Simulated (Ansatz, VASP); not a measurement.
**One calculation of PbSe, two programs**

```
Pb Se
1.0
     0.00000    2.96561    2.96561
     2.96561    0.00000    2.96561
     2.96561    2.96561    0.00000
Pb Se
1 1
Direct
  0.00000 0.00000 0.00000
  0.50000 0.50000 0.50000
```

Alike in both runs: task single point; functional PBE; dispersion D3(BJ); k mesh 10 × 10 × 10; occupations gaussian, width 0.03 eV; no spin polarisation.

|  | VASP | Ansatz |
| --- | --- | --- |
| version | VASP 6.6.1 | Ansatz 0.2.0 |
| potentials or method | VASP PAW PBE potentials, release 64 (Pb_d, Se), cutoff 520 eV | scalar-relativistic, plane waves, PAW |
| valence electrons in the cell | 20 | 30 |

```tsv
	VASP	Ansatz	Ansatz less VASP
gap on the k mesh at the Fermi level (eV)	0.07	0.07	+0.006
least direct gap on the mesh (eV)	0.07	0.07	+0.006
pressure (GPa)	6.4	6.4	0.00
```

VASP's potentials hold 20 valence electrons a cell and Ansatz's 30, so a difference there can come from the potentials and not from the codes.

Neither program's run includes spin-orbit coupling.
